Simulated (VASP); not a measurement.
# NaTi2O2 (P-3m1) in VASP: vibrations by perturbation theory with PBE

Aim: the vibrations by perturbation theory of NaTi2O2 with PBE.

Program: VASP 6.6.1. These are calculated values, not measurements. Logs are shortened: lines on timing, memory, paths and dates and some standing lists are left out, and cuts for length are marked.

### Step 1. The cell of the first run

Symmetry: P-3m1, No. 164, trigonal system. The conventional cell has a = 2.993 Å, b = 2.993 Å, c = 7.913 Å, α = 90.00°, β = 90.00°, γ = 120.00°. Within 3.1 Å of Na (site symmetry -3m) lie 6 O at 2.37 Å and 6 Na at 2.99 Å. Within 2.7 Å of Ti (site symmetry 3m) lie 3 O at 2.07 Å. Within 2.7 Å of O (site symmetry 3m) lie 3 Ti at 2.07 Å and 3 Na at 2.37 Å.

### Step 2. Vibrations by perturbation theory, PBE

Contents of INCAR:

```
  PREC = Accurate
  ENCUT = 520
  EDIFF = 1E-8
  ISMEAR = -1
  SIGMA = 0.15
  LREAL = F
  LASPH = T
  NELM = 60
  ALGO = Normal
  ISIF = 2
  LWAVE = F
  LCHARG = F
  GGA = PE
  IBRION = 8
  NSW = 1
  KPAR = 4
```

Contents of KPOINTS:

```
Automatic mesh
0
Gamma
  12 12 6
```

Contents of POSCAR:

```
NaTi2O2
1.0
    2.9930689089      0.0000000000      0.0000000000
   -1.4965344545      2.5920737104      0.0000000000
    0.0000000000      0.0000000000      7.9129767652
Na Ti O
1 2 2
Direct
    0.0000000000      0.0000000000      0.0000000000
    0.6666666667      0.3333333333      0.3487575822
    0.3333333333      0.6666666667      0.6512424178
    0.6666666667      0.3333333333      0.7942894232
    0.3333333333      0.6666666667      0.2057105768
```

Potentials or basis: VASP PAW PBE potentials, release 64 (Na_pv, Ti_sv, O).

Started as:

```bash
$ cat potpaw_PBE.64/Na_pv/POTCAR potpaw_PBE.64/Ti_sv/POTCAR potpaw_PBE.64/O/POTCAR > POTCAR
$ mpirun -np 4 vasp_std > vasp.out
```

OUTCAR:

```text
PREC = Accurate
   ENCUT = 520
   EDIFF = 1E-8
   ISMEAR = -1
   LREAL = F
   LASPH = T
   NELM = 60
   ISIF = 2
   GGA = PE
   IBRION = 8
   NSW = 1

 ion  position               nearest neighbor table
   1  0.000  0.000  0.000-   4 2.37   5 2.37   4 2.37   5 2.37   4 2.37   5 2.37
   2  0.667  0.333  0.349-   5 2.07   5 2.07   5 2.07
   3  0.333  0.667  0.651-   4 2.07   4 2.07   4 2.07
   4  0.667  0.333  0.794-   3 2.07   3 2.07   3 2.07   1 2.37   1 2.37   1 2.37
   5  0.333  0.667  0.206-   2 2.07   2 2.07   2 2.07   1 2.37   1 2.37   1 2.37

  LATTYP: Found a hexagonal cell.
 ALAT       =     2.9930689089
 C/A-ratio  =     2.6437669850

  Lattice vectors:

 A1 = (   2.9930689089,   0.0000000000,   0.0000000000)
 A2 = (  -1.4965344545,   2.5920737104,   0.0000000000)
 A3 = (   0.0000000000,   0.0000000000,   7.9129767652)

Analysis of symmetry for initial positions (statically):
=====================================================================
 Subroutine PRICEL returns:
 Original cell was already a primitive cell.

 Routine SETGRP: Setting up the symmetry group for a
 hexagonal supercell.

 Subroutine GETGRP returns: Found 12 space group operations
 (whereof 12 operations were pure point group operations)
 out of a pool of 24 trial point group operations.

The static configuration has the point symmetry D_3d.

Analysis of symmetry for dynamics (positions and initial velocities):
=====================================================================
 Subroutine PRICEL returns:
 Original cell was already a primitive cell.

 Routine SETGRP: Setting up the symmetry group for a
 hexagonal supercell.

 Subroutine GETGRP returns: Found 12 space group operations
 (whereof 12 operations were pure point group operations)
 out of a pool of 24 trial point group operations.

The dynamic configuration has the point symmetry D_3d.

 Subroutine INISYM returns: Found 12 space group operations
 (whereof 12 operations are pure point group operations),
 and found     1 'primitive' translations

----------------------------------------------------------------------------------------

                                     Primitive cell

  volume of cell :      61.3909

  direct lattice vectors                    reciprocal lattice vectors
     2.993068909  0.000000000  0.000000000     0.334105238  0.192895749  0.000000000
    -1.496534455  2.592073710  0.000000000     0.000000000  0.385791498  0.000000000
     0.000000000  0.000000000  7.912976765     0.000000000  0.000000000  0.126374692

  length of vectors
     2.993068909  2.993068909  7.912976765     0.385791498  0.385791498  0.126374692

  position of ions in fractional coordinates (direct lattice)
     0.000000000  0.000000000  0.000000000
     0.666666667  0.333333333  0.348757582
     0.333333333  0.666666667  0.651242418
[... 817 lines left out ...]
  --------------------------------------------------------------------------------------
  -------------------------------------------------------------------------------------
  Total        0.1210313      0.1210313      0.0786394     -0.0000000     -0.0000000      0.0000000
  in kB        3.1586693      3.1586693      2.0523291     -0.0000000     -0.0000000      0.0000000
  external PRESSURE =       2.7898892 kB  Pullay stress =       0.0000000 kB

 VOLUME and BASIS-vectors are now :
 -----------------------------------------------------------------------------
  energy-cutoff  :      520.00
  volume of cell :       61.39
      direct lattice vectors                 reciprocal lattice vectors
     2.993068909  0.000000000  0.000000000     0.334105238  0.192895749  0.000000000
    -1.496534455  2.592073710  0.000000000     0.000000000  0.385791498  0.000000000
     0.000000000  0.000000000  7.912976765     0.000000000  0.000000000  0.126374692

 POSITION                                       TOTAL-FORCE (eV/Angst)
 -----------------------------------------------------------------------------------
      0.00000      0.00000      0.00000        -0.000000      0.000000      0.000000
      1.49653      0.86402      2.75971         0.000000     -0.000000      0.045687
     -0.00000      1.72805      5.15327        -0.000000      0.000000     -0.045687
      1.49653      0.86402      6.28519         0.000000      0.000000      0.033460
     -0.00000      1.72805      1.62778        -0.000000      0.000000     -0.033460
 -----------------------------------------------------------------------------------
    total drift:                               -0.000000      0.000000      0.000000

  FREE ENERGIE OF THE ION-ELECTRON SYSTEM (eV)
  ---------------------------------------------------
  free  energy   TOTEN  =       -36.6354080591 eV

  energy  without entropy=      -36.3651825491  energy(sigma->0) =      -36.50029530

[... ionic steps 2 to 12 ...]

--------------------------------------- Ionic step       13  -------------------------------------------

------------------------ aborting loop because EDIFF is reached ----------------------------------------

[... ionic steps 14 to 14 ...]

--------------------------------------- Ionic step       15  -------------------------------------------

 Free energy of the ion-electron system (eV)
  ---------------------------------------------------
  ---------------------------------------------------
  free energy    TOTEN  =        -0.39255377 eV

  energy without entropy =       -0.39256510

------------------------ aborting loop because EDIFF is reached ----------------------------------------

 INTERNAL STRAIN TENSOR  FOR ION    4  DIRECTION 3   (eV/Angst):
 -----------------------------------------------------------------------------
    -8.17645  0.00000 -0.00000
     0.00000 -8.17645 -0.00000
    -0.00000 -0.00000 -9.26907

 INTERNAL STRAIN TENSOR FOR ION    5 for displacements in x,y,z  (eV/Angst):
          X           Y           Z          XY          YZ          ZX
  --------------------------------------------------------------------------------
  x     0.00000    -0.00000     0.00000    -1.72614     0.00000     0.37488
  y    -1.72614     1.72614    -0.00000    -0.00000    -0.46663    -0.00000
  z     8.17645     8.17645     9.26907    -0.00000    -0.00000    -0.00000

 SECOND DERIVATIVES (NOT SYMMETRIZED)
 ------------------------------------
               1X          1Y          1Z          2X          2Y          2Z          3X          3Y          3Z          4X          4Y          4Z          5X          5Y          5Z
  1X    -2.396988    0.000000    0.000000    0.119527   -0.000000    0.000000    0.119527   -0.000000    0.000000    1.078967   -0.000000    0.000000    1.078967   -0.000000    0.000000
  1Y     0.000000   -2.396988    0.000000   -0.000000    0.119527    0.000000   -0.000000    0.119527    0.000000   -0.000000    1.078967    0.000000   -0.000000    1.078967    0.000000
  1Z    -0.000000   -0.000000   -5.864126    0.000000    0.000000    2.784370    0.000000    0.000000    2.784370    0.000000    0.000000    0.147693   -0.000000    0.000000    0.147693
  2X     0.121066   -0.000000    0.000000   -4.198606    0.000000    0.000000    1.220213   -0.000000   -0.000000   -0.783703    0.000000    0.000000    3.641031   -0.000000   -0.000000
  2Y    -0.000000    0.121066    0.000000    0.000000   -4.198606   -0.000000   -0.000000    1.220213   -0.000000    0.000000   -0.783703    0.000000   -0.000000    3.641031    0.000000
  2Z    -0.000000    0.000000    2.803518    0.000000    0.000000  -16.266005   -0.000000   -0.000000    4.672868   -0.000000    0.000000   -0.591899   -0.000000    0.000000    9.381518
  3X     0.121066   -0.000000    0.000000    1.220213   -0.000000   -0.000000   -4.198606    0.000000    0.000000    3.641031   -0.000000   -0.000000   -0.783703    0.000000    0.000000
  3Y    -0.000000    0.121066    0.000000   -0.000000    1.220213   -0.000000    0.000000   -4.198606   -0.000000   -0.000000    3.641031    0.000000    0.000000   -0.783703    0.000000
  3Z    -0.000000    0.000000    2.803518   -0.000000   -0.000000    4.672868    0.000000    0.000000  -16.266005   -0.000000    0.000000    9.381518   -0.000000    0.000000   -0.591899
  4X     1.079485   -0.000000   -0.000000   -0.769242    0.000000   -0.000000    3.642973   -0.000000    0.000000   -4.148181    0.000000   -0.000000    0.194966   -0.000000    0.000000
  4Y    -0.000000    1.079485    0.000000    0.000000   -0.769242    0.000000   -0.000000    3.642973    0.000000    0.000000   -4.148181    0.000000   -0.000000    0.194966    0.000000
  4Z    -0.000000    0.000000    0.125867    0.000000    0.000000   -0.542368   -0.000000   -0.000000    9.378511    0.000000    0.000000  -11.837130   -0.000000   -0.000000    2.875119
  5X     1.079485   -0.000000   -0.000000    3.642973   -0.000000    0.000000   -0.769242    0.000000   -0.000000    0.194966   -0.000000    0.000000   -4.148181    0.000000   -0.000000
  5Y    -0.000000    1.079485    0.000000   -0.000000    3.642973    0.000000    0.000000   -0.769242    0.000000   -0.000000    0.194966    0.000000    0.000000   -4.148181    0.000000
  5Z    -0.000000    0.000000    0.125867   -0.000000   -0.000000    9.378511    0.000000    0.000000   -0.542368   -0.000000   -0.000000    2.875119    0.000000    0.000000  -11.837130

 Eigenvectors and eigenvalues of the dynamical matrix
 ----------------------------------------------------

   1 f  =   16.479488 THz   103.543676 2PiTHz  549.696548 cm-1    68.153655 meV
             X         Y         Z           dx          dy          dz
      0.000000  0.000000  0.000000    -0.000000   -0.000000   -0.000000
      1.496534  0.864025  2.759711    -0.000000   -0.000000   -0.332750
     -0.000000  1.728049  5.153266     0.000000    0.000000    0.332750
      1.496534  0.864025  6.285194    -0.000000   -0.000000   -0.623921
     -0.000000  1.728049  1.627783     0.000000    0.000000    0.623921
[... 105 lines left out ...]
  15 f/i=    0.008044 THz     0.050539 2PiTHz    0.268306 cm-1     0.033266 meV
             X         Y         Z           dx          dy          dz
      0.000000  0.000000  0.000000    -0.384167    0.068670    0.000000
      1.496534  0.864025  2.759711    -0.555196    0.099241    0.000000
     -0.000000  1.728049  5.153266    -0.555196    0.099241    0.000000
      1.496534  0.864025  6.285194    -0.320132    0.057223    0.000000
     -0.000000  1.728049  1.627783    -0.320132    0.057223    0.000000

--------------------------------------------------------------------------------------------------------

 ELASTIC MODULI CONTR FROM IONIC RELAXATION (kBar)
 Direction    XX          YY          ZZ          XY          YZ          ZX
 --------------------------------------------------------------------------------
 XX        -564.5492     32.4233   -222.5919      0.0000    569.3163     -0.0000
 YY          32.4233   -564.5492   -222.5919      0.0000   -569.3163      0.0000
 ZZ        -222.5919   -222.5919   -379.0061      0.0000     -0.0000      0.0000
 XY           0.0000      0.0000      0.0000   -298.4863      0.0000    627.4535
 YZ         569.3163   -569.3163     -0.0000      0.0000  -1278.8441      0.0000
 ZX          -0.0000      0.0000      0.0000    627.4535      0.0000  -1463.5515
 --------------------------------------------------------------------------------
```

Wall time 21 min (4 MPI ranks of Intel Xeon Platinum 8259CL at 2.50GHz (Skylake/Cascade Lake), shared host); peak memory 1.3 GiB.

What came out:

```yaml
Highest_phonon_frequency_at_Γ_LO-TO_splitting_left_out: 550 cm⁻¹
```

Phonon frequencies in cm⁻¹ (negative: imaginary):
| q point | frequencies |
| --- | --- |
| (0.000, 0.000, 0.000) | 0 0 0 62 62 162 162 258 283 294 294 317 317 455 550 |
